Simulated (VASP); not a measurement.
The system is Pt.

```
CELL_PARAMETERS angstrom
2.55000 0.00000 0.00000
0.00000 2.55000 0.00000
0.00000 0.00000 2.55000
ATOMIC_POSITIONS crystal
Pt 0.00000 0.00000 0.00000
```

| Item | Value |
| --- | --- |
| Program | VASP 6.6.1 |
| Task | relaxation of cell and atoms |
| Functional | PBE |
| Potentials or basis | VASP PAW PBE potentials, release 64 (Pt) |
| Cutoff | 500 eV |
| k mesh | 10 × 10 × 10 |
| Occupations | gaussian, width 0.05 eV |
| Spin | no spin polarisation |

At the start: pressure 19.5 GPa; volume 16.58 Å³/atom.

Q: How do energy, volume and symmetry change on relaxing?

A: Over 17 steps the energy falls by 79.4 meV/atom and the volume is 18.00 Å³/atom (+8.5 %); space group Pm-3m (No. 221, to 0.05 Å).

Step by step:
```
step  energy change (eV)  largest force (eV/Å)  pressure (GPa)  volume (Å³)
   1              0.0000                0.0000           19.49        16.58
   2              0.2427                0.0000          -21.31        21.91
   3             -0.0789                0.0000           -1.22        18.12
   4             -0.0794                0.0000           -0.18        18.02
   5             -0.0794                0.0000            0.13        17.99
   6             -0.0794                0.0000            0.13        17.99
   7             -0.0794                0.0000            0.12        17.99
   8             -0.0794                0.0000            0.12        17.99
   9             -0.0794                0.0000            0.12        17.99
  10             -0.0794                0.0000            0.12        17.99
  11             -0.0794                0.0000            0.12        17.99
  12             -0.0794                0.0000            0.12        17.99
  13             -0.0794                0.0000            0.12        17.99
  14             -0.0794                0.0000            0.12        17.99
  15             -0.0794                0.0000            0.11        17.99
  16             -0.0794                0.0000            0.10        18.00
  17             -0.0794                0.0000            0.07        18.00
```

Final structure:
```cif
data_structure
_symmetry_space_group_name_H-M 'P 1'
_symmetry_Int_Tables_number 1
_cell_length_a 2.6207
_cell_length_b 2.6207
_cell_length_c 2.6207
_cell_angle_alpha 90.000
_cell_angle_beta 90.000
_cell_angle_gamma 90.000
_cell_volume 18.00
loop_
_atom_site_label
_atom_site_type_symbol
_atom_site_fract_x
_atom_site_fract_y
_atom_site_fract_z
_atom_site_occupancy
Pt1 Pt 0.00000 0.00000 0.00000 1
```
